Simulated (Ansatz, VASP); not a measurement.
## CdGeTe4Rh2 in VASP and in Ansatz

Contents of INCAR:

```
SYSTEM = CdGeTe4Rh2
  ALGO = Normal
  EDIFF = 1E-7
  ENCUT = 520
  GGA = PE
  ISIF = 2
  ISMEAR = 0
  LASPH = .TRUE.
  LCHARG = .TRUE.
  LELF = .TRUE.
  LREAL = .FALSE.
  LVHAR = .TRUE.
  LWAVE = .FALSE.
  NBANDS = 50
  NELM = 100
  PREC = Accurate
  SIGMA = 0.0577
```

Contents of KPOINTS:

```
k-points
0
G
  7 7 7
  0 0 0
```

The input POSCAR:

```
CdGeTe4Rh2
1.0
   -3.9846590000      3.9846590000      3.3643220000
    3.9846590000     -3.9846590000      3.3643220000
    3.9846590000      3.9846590000     -3.3643220000
Rh Cd Ge Te
2 1 1 4
Direct
    0.5000000000      0.0000000000      0.5000000000
    0.0000000000      0.5000000000      0.5000000000
    0.5000000000      0.5000000000      0.0000000000
    0.0000000000      0.0000000000      0.0000000000
    0.9497200000      0.9497200000      0.3498800000
    0.0502800000      0.4001600000      0.0000000000
    0.5998400000      0.5998400000      0.6501200000
    0.4001600000      0.0502800000      0.0000000000
```

Input for Ansatz:

```yaml
crystal:
  lattice:
    - [-3.984659, 3.984659, 3.364322]
    - [3.984659, -3.984659, 3.364322]
    - [3.984659, 3.984659, -3.364322]
  atoms:
    - { symbol: Rh, position: [0.5, 0.0, 0.5] }
    - { symbol: Rh, position: [0.0, 0.5, 0.5] }
    - { symbol: Cd, position: [0.5, 0.5, 0.0] }
    - { symbol: Ge, position: [0.0, 0.0, 0.0] }
    - { symbol: Te, position: [0.94972, 0.94972, 0.34988] }
    - { symbol: Te, position: [0.05028, 0.40016, 0.0] }
    - { symbol: Te, position: [0.59984, 0.59984, 0.65012] }
    - { symbol: Te, position: [0.40016, 0.05028, 0.0] }
  symmetry: { tolerance: 0.0003 }
kpoints:
  mp_grid: { grid: [7, 7, 7], shift: [0, 0, 0] }
  band_path:
    path:
      - [0.0, 0.0, 0.0]
      - [0.0, 0.0, 0.5]
      - [-0.5, 0.5, 0.5]
      - [0.0, 0.0, 0.0]
      - [0.42821851, 0.42821851, -0.42821851]
      - [-0.42821851, 0.57178149, 0.42821851]
      - [-0.5, 0.5, 0.5]
      - [0.0, 0.0, 0.5]
      - [0.25, 0.25, 0.25]
      - [0.0, 0.5, 0.0]
      - [0.0, 0.0, 0.0]
    npoints: 6
magnetization:
  spin_polarized: false
scf:
  occupations: { method: gaussian, width: 0.0577 }
  lower_state_search: "off"
  max_iter: 200
hamiltonian:
  pseudopotentials: { kind: paw }
  xc: pbe
basis:
  ecutwfc: 420
  fft_grid_basis: typed
output:
  forces: true
  stress: true
  eigenvalues: true
  bader: true
  populations: true
  elf: true
  write_potential: true
  volumetric_format: npy
  dos:
    e_range: [-12, 8]
    de: 0.05
    projected: { site_lists: { Cd: [Cd], Ge: [Ge], Rh: [Rh], Te: [Te] } }
checkpoint:
  read: saved_state
```

Alike in both runs: task single point; functional PBE; k mesh 7 × 7 × 7; occupations gaussian, width 0.0577 eV; no spin polarisation.

```csv
,VASP,Ansatz
version,VASP 6.6.1,Ansatz 0.2.0
potentials or method,"VASP PAW PBE potentials, release 64 (Rh_pv, Cd, Ge_d, Te), cutoff 520 eV",PAW plane waves
valence electrons in the cell,80,132
```

```csv
,VASP,Ansatz,Ansatz less VASP
pressure (GPa),0.8,0.7,-0.12
"traceless stress, the component that is largest in VASP (GPa)",2.70,2.65,-0.048
rms of the force components (eV/Å),1.102,1.087,-0.0152
```

Atom by atom the forces differ by 0.016 eV/Å (rms over components). The functional is the same, so the differences come from potentials, cutoffs and numerics. VASP's potentials hold 80 valence electrons a cell and Ansatz's 132, so a difference there can come from the potentials and not from the codes.

Spin-orbit coupling is off throughout.
